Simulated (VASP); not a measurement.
Si: single point with r2SCAN

Crystal: Si.

```xyz
1
Lattice="-1.6513 1.6513 1.3203 1.6513 -1.6513 1.3203 1.6513 1.6513 -1.3203" Properties=species:S:1:pos:R:3 pbc="T T T"
Si    0.0000    0.0000    0.0000
```

This cell differs from its parent crystal: strain +0.015 along x and y, +0.000 along z.

```json
{"Program": "VASP 6.6.1", "Task": "single point", "Functional": "r2SCAN", "Potentials or basis": "VASP PAW PBE potentials, release 64 (Si)", "Cutoff": "520 eV", "k mesh": "22 × 22 × 22", "Occupations": "gaussian, width 0.15 eV", "Spin": "no spin polarisation"}
```

```
Pressure               : -2.5 GPa
Band gap on the k mesh : zero (bands 2 and 3 overlap by 13.71 eV)
```

Stress tensor (GPa, compression positive):
```
-1.91  0.00  0.00
 0.00 -1.91  0.00
 0.00  0.00 -3.65
```

Levels at points of the mesh, in eV from the Fermi level:
```csv
k point,band 1,band 2,band 3,band 4,band 5,band 6,band 7
"(0.00, 0.00, 0.00)",-15.36,9.82,10.32,10.32,13.52,14.76,16.23
"(0.50, 0.00, 0.00)",-6.73,-6.19,4.93,6.51,6.82,9.82,19.50
"(0.50, 0.50, 0.00)",-9.02,-7.74,9.78,12.42,12.43,12.44,17.81
"(0.50, 0.50, 0.50)",-2.70,-2.70,-1.71,1.37,4.80,7.29,26.56
```

Run time: 4.7 min on 1 thread of Intel(R) Xeon(R) Platinum 8375C CPU @ 2.90GHz (Ice Lake) (shared host), peak memory 0.19 GiB.

Caveat: the cell differs from its parent crystal (strain +0.015 along x and y, +0.000 along z); the PAW data sets were made with another functional, which shifts forces and pressure a little.
